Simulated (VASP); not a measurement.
# Nb (Immm) in VASP: notebook

Nb is run at these levels: r2SCAN; tasks: single point.

Program: VASP 6.6.1. These are calculated values, not measurements. Logs are shortened: lines on timing, memory, paths and dates and some standing lists are left out, and cuts for length are marked.

**1. The cell of the first run**

The structure is orthorhombic, space group Immm (No. 71). Conventional cell: a = 2.898 Å, b = 3.085 Å, c = 4.230 Å, α = 90.00°, β = 90.00°, γ = 90.00°. Nb (site symmetry mmm) has 12 Nb at 2.90 to 3.08 Å within 3.8 Å.

**2. Single point, r2SCAN (strain +0.0625 x Voigt [0, 0, 0, 0, 0, 1])**

File POSCAR:

```
Nb
1.0
    0.0660937500      2.1150000000      2.1150000000
    2.1150000000      0.0660937500      2.1150000000
    2.1810937500      2.1810937500      0.0000000000
Nb
1
Direct
    0.0000000000      0.0000000000      0.0000000000
```

File INCAR.step1:

```
SYSTEM = Nb
  ALGO = Normal
  EDIFF = 1E-4
  ENCUT = 520
  GGA = PE
  ISMEAR = 0
  LASPH = .TRUE.
  LCHARG = .FALSE.
  LREAL = .FALSE.
  LWAVE = .TRUE.
  NBANDS = 12
  NELM = 80
  PREC = Accurate
  SIGMA = 0.15
```

File INCAR.step2:

```
SYSTEM = Nb
  ALGO = Normal
  EDIFF = 1E-6
  ENCUT = 520
  ISIF = 2
  ISMEAR = 0
  ISTART = 1
  LASPH = .TRUE.
  LCHARG = .FALSE.
  LMIXTAU = .TRUE.
  LREAL = .FALSE.
  LWAVE = .FALSE.
  METAGGA = R2SCAN
  NBANDS = 12
  NELM = 80
  PREC = Accurate
  SIGMA = 0.15
```

File KPOINTS:

```
k-points
0
G
  20 20 20
  0 0 0
```

Potentials or basis: VASP PAW PBE potentials, release 64 (Nb_sv).

Command:

```console
> cat potpaw_PBE.64/Nb_sv/POTCAR > POTCAR
> cp INCAR.step1 INCAR
> mpirun -np 1 vasp_std > vasp.out
> cp INCAR.step2 INCAR
> mpirun -np 1 vasp_std > vasp.out
```

OUTCAR:

```text
SYSTEM = Nb
   EDIFF = 1E-6
   ENCUT = 520
   ISIF = 2
   ISMEAR = 0
   ISTART = 1
   LASPH = .TRUE.
   LREAL = .FALSE.
   METAGGA = R2SCAN
   NELM = 80
   PREC = Accurate

 ion  position               nearest neighbor table
   1  0.000  0.000  0.000-

  LATTYP: Found a body centered orthorhombic cell.
 ALAT       =     2.8975910068
 B/A-ratio  =     1.0645161290
 C/A-ratio  =     1.4598333547

  Lattice vectors:

 A1 = (   2.1150000000,   0.0660937500,  -2.1150000000)
 A2 = (  -2.1150000000,  -0.0660937500,  -2.1150000000)
 A3 = (   0.0660937500,   2.1150000000,   2.1150000000)

Analysis of symmetry for initial positions (statically):
=====================================================================
 Subroutine PRICEL returns:
 Original cell was already a primitive cell.

 Routine SETGRP: Setting up the symmetry group for a
 body centered orthorhombic supercell.

 Subroutine GETGRP returns: Found  8 space group operations
 (whereof  8 operations were pure point group operations)
 out of a pool of  8 trial point group operations.

The static configuration has the point symmetry D_2h.

Analysis of symmetry for dynamics (positions and initial velocities):
=====================================================================
 Subroutine PRICEL returns:
 Original cell was already a primitive cell.

 Routine SETGRP: Setting up the symmetry group for a
 body centered orthorhombic supercell.

 Subroutine GETGRP returns: Found  8 space group operations
 (whereof  8 operations were pure point group operations)
 out of a pool of  8 trial point group operations.

The dynamic configuration has the point symmetry D_2h.

 Subroutine INISYM returns: Found  8 space group operations
 (whereof  8 operations are pure point group operations),
 and found     1 'primitive' translations

----------------------------------------------------------------------------------------

                                     Primitive cell

  volume of cell :      18.9033

  direct lattice vectors                    reciprocal lattice vectors
     0.066093750  2.115000000  2.115000000    -0.244032639  0.244032639  0.236406619
     2.115000000  0.066093750  2.115000000     0.244032639 -0.244032639  0.236406619
     2.181093750  2.181093750  0.000000000     0.229242782  0.229242782 -0.236406619

  length of vectors
     2.991791835  2.991791835  3.084532362     0.418320389  0.418320389  0.401238827

  position of ions in fractional coordinates (direct lattice)
     0.000000000  0.000000000  0.000000000

  ion indices of the primitive-cell ions
   primitive index   ion index
                 1           1

----------------------------------------------------------------------------------------

 KPOINTS: k-points

Automatic generation of k-mesh.
 Grid dimensions read from file:
 generate k-points for:   20   20   20

 Generating k-lattice:

  Cartesian coordinates                     Fractional coordinates (reciprocal lattice)
    -0.012201632  0.012201632  0.011820331     0.050000000 -0.000000000  0.000000000
     0.012201632 -0.012201632  0.011820331    -0.000000000  0.050000000  0.000000000
     0.011462139  0.011462139 -0.011820331    -0.000000000 -0.000000000  0.050000000

  Length of vectors
     0.020916019  0.020916019  0.020061941

  Shift w.r.t. Gamma in fractional coordinates (k-lattice)
     0.000000000  0.000000000  0.000000000

 Subroutine IBZKPT returns following result:
 ===========================================

 Found   1166 irreducible k-points:

 Following reciprocal coordinates:
            Coordinates               Weight
  0.000000  0.000000  0.000000      1.000000
  0.050000  0.000000  0.000000      4.000000
  0.100000  0.000000  0.000000      4.000000
  0.150000  0.000000  0.000000      4.000000
  0.200000  0.000000  0.000000      4.000000
  0.250000  0.000000  0.000000      4.000000
[... 16 lines left out ...]
 -0.400000  0.050000  0.000000      4.000000
 -0.350000  0.050000  0.000000      4.000000
 [... further k-points ...]
   k-points           NKPTS =   1166   k-points in BZ     NKDIM =   1166   number of bands    NBANDS=     12
   number of dos      NEDOS =    301   number of ions     NIONS =      1
   total plane-waves  NPLWV =  13824
   dimension x,y,z NGX =    24 NGY =   24 NGZ =   24
   dimension x,y,z NGXF=    48 NGYF=   48 NGZF=   48
   ions per type =               1
   NGX,Y,Z   is equivalent  to a cutoff of  13.34, 13.34, 12.94 a.u.
   NGXF,Y,Z  is equivalent  to a cutoff of  26.67, 26.67, 25.87 a.u.
 SYSTEM =  Nb
   PREC   = accura    normal or accurate (medium, high low for compatibility)
   ISTART =      1    job   : 0-new  1-cont  2-samecut
   ICHARG =      0    charge: 1-file 2-atom 10-const
   ISPIN  =      1    spin polarized calculation?
   LNONCOLLINEAR =      F non collinear calculations
   LSORBIT =      F    spin-orbit coupling
   LASPH  =      T    aspherical Exc in radial PAW
   ENCUT  =  520.0 eV  38.22 Ry    6.18 a.u.   5.56  5.56  5.74*2*pi/ulx,y,z
   NELM   =     80;   NELMIN=  2; NELMDL=  0     # of ELM steps
   EDIFF  = 0.1E-05   stopping-criterion for ELM
   LREAL  =      F    real-space projection
   EDIFFG = 0.1E-04   stopping-criterion for IOM
   NSW    =      0    number of steps for IOM
   IBRION =     -1    ionic relax: 0-MD 1-quasi-New 2-CG
   NFREE  =      0    steps in history (QN), initial steepest desc. (CG)
   ISIF   =      2    stress and relaxation
   ISYM   =      2    0-nonsym 1-usesym 2-fastsym
   POTIM  = 0.5000    time-step for ionic-motion
   TEBEG  =    0.0;   TEEND  =   0.0 temperature during run
   PSTRESS=    0.0 pullay stress
   NELECT =      13.0000    total number of electrons
   NUPDOWN=      -1.0000    fix difference up-down
   EMIN   =  10.00;   EMAX   =-10.00  energy-range for DOS
   EFERMI =   0.00;   METHOD = LEGACY
   ISMEAR =     0;   SIGMA  =   0.15  broadening in eV -4-tet -1-fermi 0-gaus
   EFERMI_NEDOS =   21; number of points for ismear=-14 and -15
   IALGO  =     38    algorithm
   IMIX   =      4    mixing-type and parameters
     AMIX     =   0.40;   BMIX     =  1.00
     AMIX_MAG =   1.60;   BMIX_MAG =  1.00
  volume/ion in A,a.u.               =      18.90       127.57
  Fermi-wavevector in a.u.,A,eV,Ry     =   1.445031  2.730712 28.410505  2.088113
  Thomas-Fermi vector in A             =   2.563258
   LORBIT       =      0    0 simple, 1 ext, 2 COOP (PROOUT), +10 PAW based schemes
   METAGGA = R2SCAN    functional components
   LHFCALC =     F    Hartree Fock is set to
   AEXX    =    0.0000 exact exchange contribution
   IVDW    =     0    specifies the selected vdW correction
   LEPSILON=     F    determine dielectric tensor
   LRPA    =     F    only Hartree local field effects (RPA)
 non-spin polarized calculation
 Gauss-broadening in eV      SIGMA  =   0.15
  energy-cutoff  :      520.00
  volume of cell :       18.90
 maximum number of plane-waves:       529
   NGX = 11   NGY = 11   NGZ = 11

 number of electron      13.0000000 magnetization

 Free energy of the ion-electron system (eV)
  ---------------------------------------------------
  ext. energy  EPLUGINS =         0.00000000
  ---------------------------------------------------
  free energy    TOTEN  =       -24.52558266 eV

  energy without entropy =      -24.50939271  energy(sigma->0) =      -24.51748768

 E-fermi :  10.8400     XC(G=0): -13.3365

 val. band max:       10.8369145718   @ k =  -0.1000   0.0500   0.3500
 cond. band min:      10.8418320535   @ k =  -0.1500  -0.4000   0.4500
 fundamental gap:      0.0049174817
 Fermi energy:        10.8400189641

 k-point     1 :       0.0000    0.0000    0.0000
  band No.  band energies     occupation
      1     -45.7563      2.00000
      2     -20.4752      2.00000
      3     -20.4071      2.00000
      4     -20.3145      2.00000
      5       4.2811      2.00000
      6      10.5051      1.99841
      7      10.9156      0.47638
      8      11.5570      0.00000
      9      13.8544      0.00000
     10      13.8728      0.00000
     11      23.0947      0.00000
     12      27.5768      0.00000

 k-point     2 :       0.0500    0.0000    0.0000
  band No.  band energies     occupation
      1     -45.7507      2.00000
      2     -20.4791      2.00000
      3     -20.4219      2.00000
      4     -20.3403      2.00000
      5       4.3833      2.00000
      6      10.5543      1.99293
      7      10.9356      0.36749
      8      11.5033      0.00000
      9      13.7933      0.00000
     10      13.8192      0.00000
     11      23.3135      0.00000
     12      27.7793      0.00000

 k-point     3 :       0.1000    0.0000    0.0000
  band No.  band energies     occupation
      1     -45.7343      2.00000
      2     -20.4926      2.00000
      3     -20.4903      2.00000
      4     -20.3865      2.00000
      5       4.6798      2.00000
      6      10.6895      1.84402
      7      10.8894      0.64143
      8      11.4714      0.00000
      9      13.6384      0.00000
     10      13.6814      0.00000
     11      23.9082      0.00000
     12      27.2004      0.00000
[... 286 lines left out ...]
 k-point    23 :      -0.4000    0.0500    0.0000
  band No.  band energies     occupation
      1     -45.5337      2.00000
      2     -21.6014      2.00000
      3     -20.6156      2.00000
      4     -20.6058      2.00000
      5       6.9728      2.00000
      6      10.5497      1.99380
      7      11.1705      0.00183
      8      11.6758      0.00000
      9      14.9234      0.00000
     10      16.1087      0.00000
     11      22.1580      0.00000
     12      24.0429      0.00000

 k-point    24 :      -0.3500    0.0500    0.0000
  band No.  band energies     occupation
      1     -45.5562      2.00000
      2     -21.4837      2.00000
      3     -20.5952      2.00000
      4     -20.5882      2.00000
      5       6.9671      2.00000
      6      10.6911      1.83982
      7      11.0038      0.12257
      8      11.3658      0.00000
      9      14.3480      0.00000
     10      15.6150      0.00000
     11      22.4194      0.00000
     12      25.3307      0.00000

 [... further k-points ...]

------------------------ aborting loop because EDIFF is reached ----------------------------------------

  FORCE on cell =-STRESS in cart. coord.  units (eV):
  Direction    XX          YY          ZZ          XY          YZ          ZX
  --------------------------------------------------------------------------------------
  -------------------------------------------------------------------------------------
  Total       -0.2770511     -0.2770511     -0.3270010      0.2070549      0.0000000      0.0000000
  in kB      -23.4819195    -23.4819195    -27.7155112     17.5492820      0.0000000      0.0000000
  external PRESSURE =     -24.8931167 kB  Pullay stress =       0.0000000 kB

 VOLUME and BASIS-vectors are now :
 -----------------------------------------------------------------------------
  energy-cutoff  :      520.00
  volume of cell :       18.90
      direct lattice vectors                 reciprocal lattice vectors
     0.066093750  2.115000000  2.115000000    -0.244032639  0.244032639  0.236406619
     2.115000000  0.066093750  2.115000000     0.244032639 -0.244032639  0.236406619
     2.181093750  2.181093750  0.000000000     0.229242782  0.229242782 -0.236406619

 POSITION                                       TOTAL-FORCE (eV/Angst)
 -----------------------------------------------------------------------------------
      0.00000      0.00000      0.00000         0.000000      0.000000      0.000000
 -----------------------------------------------------------------------------------
    total drift:                                0.000000      0.000000     -0.000000

  FREE ENERGIE OF THE ION-ELECTRON SYSTEM (eV)
  ---------------------------------------------------
  free  energy   TOTEN  =       -24.5255826597 eV

  energy  without entropy=      -24.5093927068  energy(sigma->0) =      -24.51748768
```

Run time: 20 min. Hardware: 1 thread of Oxide Virtual Turin-like, shared host; peak memory 0.33 GiB.

Results:

```
Free energy            : -24.5256 eV
Pressure               : -2.5 GPa
Band gap on the k mesh : zero (an odd number of electrons rules out a gap without spin polarisation)
```

Caveat: the cell differs from its parent crystal (strain +0.0625 x Voigt [0, 0, 0, 0, 0, 1]); the PAW data sets were made with another functional, which shifts forces and pressure a little.

**3. Single point, r2SCAN (strain +0.0250 x Voigt [0, 0, 0, 0, 0, 1])**

File POSCAR:

```
Nb
1.0
    0.0264375000      2.1150000000      2.1150000000
    2.1150000000      0.0264375000      2.1150000000
    2.1414375000      2.1414375000      0.0000000000
Nb
1
Direct
    0.0000000000      0.0000000000      0.0000000000
```

File INCAR.step1:

```
  ALGO = Normal
  EDIFF = 1E-4
  ENCUT = 520
  GGA = PE
  ISMEAR = 0
  LASPH = T
  LCHARG = F
  LREAL = F
  LWAVE = T
  NBANDS = 12
  NELM = 100
  PREC = Accurate
  SIGMA = 0.15
```

File INCAR.step2:

```
  ALGO = Normal
  EDIFF = 1E-7
  ENCUT = 520
  ISIF = 2
  ISMEAR = 0
  ISTART = 1
  LASPH = T
  LCHARG = T
  LELF = T
  LMIXTAU = T
  LREAL = F
  LVHAR = T
  LWAVE = F
  METAGGA = R2SCAN
  NBANDS = 12
  NELM = 100
  PREC = Accurate
  SIGMA = 0.15
```

File KPOINTS:

```
k-points
0
Gamma
  20 20 20
```

Potentials or basis: VASP PAW PBE potentials, release 64 (Nb_sv).

Command:

```console
> cat potpaw_PBE.64/Nb_sv/POTCAR > POTCAR
> cp INCAR.step1 INCAR
> mpirun -np 1 vasp_std > vasp.out
> cp INCAR.step2 INCAR
> mpirun -np 1 vasp_std > vasp.out
```

Wall time 20 min (1 thread of Oxide Virtual Turin-like, shared host); peak memory 0.33 GiB.

The run converged. Its results:

* Free energy: -24.5192 eV
* Pressure: -2.3 GPa
* Band gap on the k mesh: zero (an odd number of electrons rules out a gap without spin polarisation)

Stress tensor (GPa, compression positive):
```
-2.20  0.95  0.00
 0.95 -2.20  0.00
 0.00  0.00 -2.49
```

Levels at points of the mesh, in eV from the Fermi level:
```csv
k point,band 3,band 4,band 5,band 6,band 7,band 8,band 9,band 10
"(0.00, 0.00, 0.00)",-31.29,-31.25,-6.59,-0.06,0.13,0.36,2.95,2.95
"(0.50, 0.00, 0.00)",-31.47,-31.46,-4.02,-0.19,0.13,1.35,4.78,4.99
"(0.50, 0.50, 0.00)",-31.77,-31.67,-4.19,-3.48,3.58,4.92,5.36,5.39
"(0.00, 0.00, 0.50)",-31.43,-31.41,-4.03,-0.12,0.21,1.10,4.72,4.94
"(0.50, 0.00, 0.50)",-31.72,-31.72,-4.19,-3.48,3.59,4.88,5.37,5.41
```

Caveat: the cell differs from its parent crystal (strain +0.0250 x Voigt [0, 0, 0, 0, 0, 1]); the PAW data sets were made with another functional, which shifts forces and pressure a little.
